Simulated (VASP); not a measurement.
Set up this calculation in VASP 6.6.1, as the native input.

```yaml
Task: single point
Functional: LDA
Potentials_or_basis: VASP PAW LDA potentials, release 64 (Ba_sv, Te)
Cutoff: 520 eV
k_mesh: 6 × 6 × 6
Occupations: gaussian, width 0.01 eV
Spin: no spin polarisation
Dipole_correction: no
Further_INCAR_settings: ALGO = Normal; EDIFF = 1e-07; NBANDS = 15
```

The structure of BaTe lies in POSCAR:

```
BaTe
1.0
    0.0171657243      3.4417277256      3.4417277256
    3.4417277256      0.0171657243      3.4417277256
    3.4417277256      3.4417277256      0.0171657243
Ba Te
1 1
Direct
    0.0000000000      0.0000000000      0.0000000000
    0.5000000000      0.5000000000      0.5000000000
```

This cell differs from its parent crystal: equal xy, yz and zx engineering shears of +0.5 %.

One way to write it, as run:

INCAR

```
PREC = Accurate ; ENCUT = 520
EDIFF = 1E-7 ; ISMEAR = 0
SIGMA = 0.01 ; LREAL = F
LASPH = T ; NELM = 80
ALGO = Normal ; ISIF = 2
LWAVE = F ; LCHARG = F
GGA = CA ; NBANDS = 15
```

KPOINTS

```
regular mesh
0
Gamma
  6 6 6
```

Potentials or basis: VASP PAW LDA potentials, release 64 (Ba_sv, Te).

Launch:

```bash
$ cat potpaw_LDA.64/Ba_sv/POTCAR potpaw_LDA.64/Te/POTCAR > POTCAR
$ mpirun -np 1 vasp_std > vasp.out
```

It gave:

```
Pressure               : 0.5 GPa
Band gap on the k mesh : 1.25 eV, indirect (least direct gap 1.63 eV)
```

Caveat: the cell differs from its parent crystal (equal xy, yz and zx engineering shears of +0.5 %); spin-orbit coupling is left out, which moves the levels of the heavy elements.

Run time: 32 s on 1 thread of Intel Xeon 6975P-C (shared host), peak memory 0.2 GiB.
